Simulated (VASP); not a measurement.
# Ti3C2 (P-6m2) in VASP: single point with r2SCAN

Aim: the single point of Ti3C2 with r2SCAN.

All numbers are computed with VASP 6.6.1; they aren't measurements. Logs are shortened: lines on timing, memory, paths and dates and some standing lists are left out, and cuts for length are marked.

**1. The cell of the first run**

The structure is hexagonal, space group P-6m2 (No. 187). The conventional cell has a = 3.064 Å, b = 3.064 Å, c = 18.119 Å, α = 90.00°, β = 90.00°, γ = 120.00°. Within 2.7 Å of Ti (site symmetry 3m) lie 3 C at 2.06 Å. Within 2.7 Å of Ti (site symmetry 3m) lie 3 C at 2.06 Å. Within 3.1 Å of Ti (site symmetry 3m) lie 6 C at 2.19 Å and 12 Ti at 2.95 to 3.06 Å. Within 2.7 Å of C (site symmetry 3m) lie 6 Ti at 2.06 to 2.19 Å. C (site symmetry 3m) has 6 Ti at 2.06 to 2.19 Å within 2.7 Å.

**2. Single point, r2SCAN (the distance across one plane changed)**

File POSCAR:

```
Ti3C2
1.0
   -3.0640472894      0.0000000000      0.0000000000
   -1.5320236447     -2.6535427910      0.0000000000
    0.0000000000      0.0000000000     18.1185180878
Ti C
6 4
Direct
    0.3333333333      0.3333333333      0.4958112176
    0.6666666667      0.6666666667      0.0785994452
    0.6666666667      0.6666666667      0.7558240995
    0.3333333333      0.3333333333      0.3386123271
    0.0000000000      0.0000000000      0.6258176585
    0.0000000000      0.0000000000      0.2086058862
    0.6666666667      0.6666666667      0.5541929343
    0.3333333333      0.3333333333      0.1369811620
    0.6666666667      0.6666666667      0.2802306104
    0.3333333333      0.3333333333      0.6974423827
```

File INCAR.step1:

```
SYSTEM = Ti3C2
PREC = Accurate ; ENCUT = 520
ISMEAR = 0 ; SIGMA = 0.15
LREAL = .False. ; LASPH = .True.
NELM = 80 ; NBANDS = 55
GGA = PE ; ALGO = Normal
EDIFF = 1E-4 ; LWAVE = .True.
LCHARG = .False.
```

File INCAR.step2:

```
SYSTEM = Ti3C2
PREC = Accurate ; ENCUT = 520
EDIFF = 1E-6 ; ISMEAR = 0
SIGMA = 0.15 ; LREAL = .False.
LASPH = .True. ; NELM = 80
ALGO = Normal ; ISIF = 2
LWAVE = .False. ; LCHARG = .False.
METAGGA = R2SCAN ; LMIXTAU = .True.
NBANDS = 55 ; ISTART = 1
```

File KPOINTS:

```
regular mesh
0
Gamma
  14 14 3
  0 0 0
```

Potentials or basis: VASP PAW PBE potentials, release 64 (Ti_sv, C).

The run is started by

```bash
$ cat potpaw_PBE.64/Ti_sv/POTCAR potpaw_PBE.64/C/POTCAR > POTCAR
$ cp INCAR.step1 INCAR
$ mpirun -np 1 vasp_std > vasp.out
$ cp INCAR.step2 INCAR
$ mpirun -np 1 vasp_std > vasp.out
```

OUTCAR:

```text
SYSTEM = Ti3C2
   PREC = Accurate
   ENCUT = 520
   EDIFF = 1E-6
   ISMEAR = 0
   LREAL = .False.
   LASPH = .True.
   NELM = 80
   ISIF = 2
   METAGGA = R2SCAN
   ISTART = 1

 ion  position               nearest neighbor table
   1  0.333  0.333  0.496-   7 2.06   7 2.06   7 2.06   4 2.85
   2  0.667  0.667  0.079-   8 2.06   8 2.06   8 2.06
   3  0.667  0.667  0.756-  10 2.06  10 2.06  10 2.06
   4  0.333  0.333  0.339-   9 2.06   9 2.06   9 2.06   1 2.85
   5  0.000  0.000  0.626-   7 2.19  10 2.19   7 2.19  10 2.19   7 2.19  10 2.19
   6  0.000  0.000  0.209-   8 2.19   9 2.19   9 2.19   8 2.19   9 2.19   8 2.19
   7  0.667  0.667  0.554-   1 2.06   1 2.06   1 2.06   5 2.19   5 2.19   5 2.19
   8  0.333  0.333  0.137-   2 2.06   2 2.06   2 2.06   6 2.19   6 2.19   6 2.19
   9  0.667  0.667  0.280-   4 2.06   4 2.06   4 2.06   6 2.19   6 2.19   6 2.19
  10  0.333  0.333  0.697-   3 2.06   3 2.06   3 2.06   5 2.19   5 2.19   5 2.19

  LATTYP: Found a hexagonal cell.
 ALAT       =     3.0640472894
 C/A-ratio  =     5.9132632027

  Lattice vectors:

 A1 = (   1.5320236447,   2.6535427910,   0.0000000000)
 A2 = (  -3.0640472894,   0.0000000000,   0.0000000000)
 A3 = (   0.0000000000,   0.0000000000,  18.1185180878)

Analysis of symmetry for initial positions (statically):
=====================================================================
 Subroutine PRICEL returns:
 Original cell was already a primitive cell.

 Routine SETGRP: Setting up the symmetry group for a
 hexagonal supercell.

 Subroutine GETGRP returns: Found 12 space group operations
 (whereof  6 operations were pure point group operations)
 out of a pool of 24 trial point group operations.

The static configuration has the point symmetry C_3v.
 The point group associated with its full space group is D_3h.

Analysis of symmetry for dynamics (positions and initial velocities):
=====================================================================
 Subroutine PRICEL returns:
 Original cell was already a primitive cell.

 Routine SETGRP: Setting up the symmetry group for a
 hexagonal supercell.

 Subroutine GETGRP returns: Found 12 space group operations
 (whereof  6 operations were pure point group operations)
 out of a pool of 24 trial point group operations.

The dynamic configuration has the point symmetry C_3v.
 The point group associated with its full space group is D_3h.

 Subroutine INISYM returns: Found 12 space group operations
 (whereof  6 operations are pure point group operations),
 and found     1 'primitive' translations

----------------------------------------------------------------------------------------

                                     Primitive cell

  volume of cell :     147.3141

  direct lattice vectors                    reciprocal lattice vectors
    -3.064047289  0.000000000  0.000000000    -0.326365720  0.188427336  0.000000000
    -1.532023645 -2.653542791  0.000000000     0.000000000 -0.376854673  0.000000000
     0.000000000  0.000000000 18.118518088     0.000000000  0.000000000  0.055192152

  length of vectors
     3.064047289  3.064047289 18.118518088     0.376854673  0.376854673  0.055192152

  position of ions in fractional coordinates (direct lattice)
     0.333333333  0.333333333  0.495811218
     0.666666667  0.666666667  0.078599445
     0.666666667  0.666666667  0.755824100
     0.333333333  0.333333333  0.338612327
     0.000000000  0.000000000  0.625817658
     0.000000000  0.000000000  0.208605886
     0.666666667  0.666666667  0.554192934
     0.333333333  0.333333333  0.136981162
     0.666666667  0.666666667  0.280230610
     0.333333333  0.333333333  0.697442383

  ion indices of the primitive-cell ions
   primitive index   ion index
                 1           1
                 2           2
                 3           3
                 4           4
                 5           5
                 6           6
                 7           7
                 8           8
                 9           9
                10          10

----------------------------------------------------------------------------------------

 KPOINTS: regular mesh

Automatic generation of k-mesh.
 Grid dimensions read from file:
 generate k-points for:   14   14    3

 Generating k-lattice:

  Cartesian coordinates                     Fractional coordinates (reciprocal lattice)
    -0.023311837  0.013459095  0.000000000     0.071428571 -0.000000000  0.000000000
     0.000000000 -0.026918191  0.000000000     0.000000000  0.071428571  0.000000000
     0.000000000  0.000000000  0.018397384     0.000000000  0.000000000  0.333333333

  Length of vectors
     0.026918191  0.026918191  0.018397384

  Shift w.r.t. Gamma in fractional coordinates (k-lattice)
     0.000000000  0.000000000  0.000000000

 Subroutine IBZKPT returns following result:
 ===========================================

 Found     48 irreducible k-points:

 Following reciprocal coordinates:
            Coordinates               Weight
  0.000000  0.000000  0.000000      1.000000
  0.071429  0.000000  0.000000      6.000000
  0.142857  0.000000  0.000000      6.000000
  0.214286  0.000000  0.000000      6.000000
  0.285714  0.000000  0.000000      6.000000
  0.357143 -0.000000  0.000000      6.000000
[... 16 lines left out ...]
 -0.428571  0.285714  0.000000      6.000000
 -0.357143  0.285714  0.000000      6.000000
 [... further k-points ...]
   k-points           NKPTS =     48   k-points in BZ     NKDIM =     48   number of bands    NBANDS=     55
   number of dos      NEDOS =    301   number of ions     NIONS =     10
   total plane-waves  NPLWV =  80640
   dimension x,y,z NGX =    24 NGY =   24 NGZ =  140
   dimension x,y,z NGXF=    48 NGYF=   48 NGZF=  280
   ions per type =               6   4
   NGX,Y,Z   is equivalent  to a cutoff of  13.02, 13.02, 12.85 a.u.
   NGXF,Y,Z  is equivalent  to a cutoff of  26.04, 26.04, 25.69 a.u.
 SYSTEM =  Ti3C2
   PREC   = accura    normal or accurate (medium, high low for compatibility)
   ISTART =      1    job   : 0-new  1-cont  2-samecut
   ICHARG =      0    charge: 1-file 2-atom 10-const
   ISPIN  =      1    spin polarized calculation?
   LNONCOLLINEAR =      F non collinear calculations
   LSORBIT =      F    spin-orbit coupling
   LASPH  =      T    aspherical Exc in radial PAW
   ENCUT  =  520.0 eV  38.22 Ry    6.18 a.u.   5.70  5.70 33.69*2*pi/ulx,y,z
   NELM   =     80;   NELMIN=  2; NELMDL=  0     # of ELM steps
   EDIFF  = 0.1E-05   stopping-criterion for ELM
   LREAL  =      F    real-space projection
   EDIFFG = 0.1E-04   stopping-criterion for IOM
   NSW    =      0    number of steps for IOM
   IBRION =     -1    ionic relax: 0-MD 1-quasi-New 2-CG
   NFREE  =      0    steps in history (QN), initial steepest desc. (CG)
   ISIF   =      2    stress and relaxation
   ISYM   =      2    0-nonsym 1-usesym 2-fastsym
   POTIM  = 0.5000    time-step for ionic-motion
   TEBEG  =    0.0;   TEEND  =   0.0 temperature during run
   PSTRESS=    0.0 pullay stress
   NELECT =      88.0000    total number of electrons
   NUPDOWN=      -1.0000    fix difference up-down
   EMIN   =  10.00;   EMAX   =-10.00  energy-range for DOS
   EFERMI =   0.00;   METHOD = LEGACY
   ISMEAR =     0;   SIGMA  =   0.15  broadening in eV -4-tet -1-fermi 0-gaus
   EFERMI_NEDOS =   21; number of points for ismear=-14 and -15
   IALGO  =     38    algorithm
   IMIX   =      4    mixing-type and parameters
     AMIX     =   0.40;   BMIX     =  1.00
     AMIX_MAG =   1.60;   BMIX_MAG =  1.00
  volume/ion in A,a.u.               =      14.73        99.41
  Fermi-wavevector in a.u.,A,eV,Ry     =   1.378757  2.605472 25.864269  1.900970
  Thomas-Fermi vector in A             =   2.503789
   LORBIT       =      0    0 simple, 1 ext, 2 COOP (PROOUT), +10 PAW based schemes
   METAGGA = R2SCAN    functional components
   LHFCALC =     F    Hartree Fock is set to
   AEXX    =    0.0000 exact exchange contribution
   IVDW    =     0    specifies the selected vdW correction
   LEPSILON=     F    determine dielectric tensor
   LRPA    =     F    only Hartree local field effects (RPA)
 non-spin polarized calculation
 Gauss-broadening in eV      SIGMA  =   0.15
  energy-cutoff  :      520.00
  volume of cell :      147.31
 maximum number of plane-waves:      3990
   NGX = 11   NGY = 11   NGZ = 67

 number of electron      87.9999977 magnetization

 Free energy of the ion-electron system (eV)
  ---------------------------------------------------
  ext. energy  EPLUGINS =         0.00000000
  ---------------------------------------------------
  free energy    TOTEN  =      -123.97113089 eV

  energy without entropy =     -123.88008995  energy(sigma->0) =     -123.92561042

 E-fermi :   6.6755     XC(G=0): -11.3321

 val. band max:        6.6697338894   @ k =  -0.4286   0.2143   0.3333
 cond. band min:       6.6829485592   @ k =   0.3571   0.1429   0.0000
 fundamental gap:      0.0132146698
 Fermi energy:         6.6754852549

 k-point     1 :       0.0000    0.0000    0.0000
  band No.  band energies     occupation
      1     -52.6661      2.00000
      2     -52.6411      2.00000
      3     -52.6224      2.00000
      4     -52.6216      2.00000
      5     -52.4411      2.00000
      6     -52.4405      2.00000
[... 47 lines left out ...]
     54       8.3221      0.00000
     55       8.3221      0.00000

 k-point     2 :       0.0714    0.0000    0.0000
  band No.  band energies     occupation
      1     -52.6635      2.00000
      2     -52.6384      2.00000
      3     -52.6198      2.00000
      4     -52.6191      2.00000
      5     -52.4390      2.00000
      6     -52.4385      2.00000
[... 47 lines left out ...]
     54       8.3954      0.00000
     55       8.4200      0.00000
[... 1216 lines left out ...]
     54       9.5103      0.00000
     55       9.5724      0.00000

 k-point    24 :      -0.3571    0.2857    0.0000
  band No.  band energies     occupation
      1     -52.6059      2.00000
      2     -52.5807      2.00000
      3     -52.5618      2.00000
      4     -52.5618      2.00000
      5     -52.3947      2.00000
      6     -52.3947      2.00000
[... 47 lines left out ...]
     54       9.5871      0.00000
     55       9.6526      0.00000

 [... further k-points ...]

------------------------ aborting loop because EDIFF is reached ----------------------------------------

  FORCE on cell =-STRESS in cart. coord.  units (eV):
  Direction    XX          YY          ZZ          XY          YZ          ZX
  --------------------------------------------------------------------------------------
  -------------------------------------------------------------------------------------
  Total        1.2639703      1.2639703     -0.3623048      0.0000000     -0.0000000      0.0000000
  in kB       13.7468508     13.7468508     -3.9404013      0.0000000     -0.0000000      0.0000000
  external PRESSURE =       7.8511001 kB  Pullay stress =       0.0000000 kB

 VOLUME and BASIS-vectors are now :
 -----------------------------------------------------------------------------
  energy-cutoff  :      520.00
  volume of cell :      147.31
      direct lattice vectors                 reciprocal lattice vectors
    -3.064047289  0.000000000  0.000000000    -0.326365720  0.188427336  0.000000000
    -1.532023645 -2.653542791  0.000000000     0.000000000 -0.376854673  0.000000000
     0.000000000  0.000000000 18.118518088     0.000000000  0.000000000  0.055192152

 POSITION                                       TOTAL-FORCE (eV/Angst)
 -----------------------------------------------------------------------------------
     -1.53202     -0.88451      8.98336         0.000000     -0.000000     -0.061885
     -3.06405     -1.76903      1.42411        -0.000000     -0.000000      0.134473
     -3.06405     -1.76903     13.69441         0.000000     -0.000000     -0.134473
     -1.53202     -0.88451      6.13515        -0.000000     -0.000000      0.061885
      0.00000      0.00000     11.33889        -0.000000     -0.000000     -0.049093
      0.00000      0.00000      3.77963        -0.000000     -0.000000      0.049093
     -3.06405     -1.76903     10.04115        -0.000000     -0.000000     -0.014578
     -1.53202     -0.88451      2.48190         0.000000      0.000000     -0.372808
     -3.06405     -1.76903      5.07736        -0.000000      0.000000      0.014578
     -1.53202     -0.88451     12.63662         0.000000      0.000000      0.372808
 -----------------------------------------------------------------------------------
    total drift:                               -0.000000     -0.000000      0.000030

  FREE ENERGIE OF THE ION-ELECTRON SYSTEM (eV)
  ---------------------------------------------------
  free  energy   TOTEN  =      -123.9711308901 eV

  energy  without entropy=     -123.8800899545  energy(sigma->0) =     -123.92561042
```

Wall time 20 min (1 thread of Intel Xeon 6975P-C (Granite Rapids), shared host); peak memory 0.48 GiB.

What came out:

- Free energy: -123.9711 eV
- Pressure: 0.8 GPa
- Largest force: 0.373 eV/Å
- Band gap on the k mesh: zero (bands 44 and 45 overlap by 0.70 eV)

Forces on the atoms (eV/Å):
```
Ti   0.000  0.000 -0.062
Ti   0.000  0.000  0.134
Ti   0.000  0.000 -0.134
Ti   0.000  0.000  0.062
Ti   0.000  0.000 -0.049
Ti   0.000  0.000  0.049
C    0.000  0.000 -0.015
C    0.000  0.000 -0.373
C    0.000  0.000  0.015
C    0.000  0.000  0.373
```

Stress tensor (GPa, compression positive):
```
 1.37  0.00  0.00
 0.00  1.37  0.00
 0.00  0.00 -0.39
```

Caveat: the cell differs from its parent crystal (the distance across one plane changed); the PAW data sets were made with another functional, which shifts forces and pressure a little.
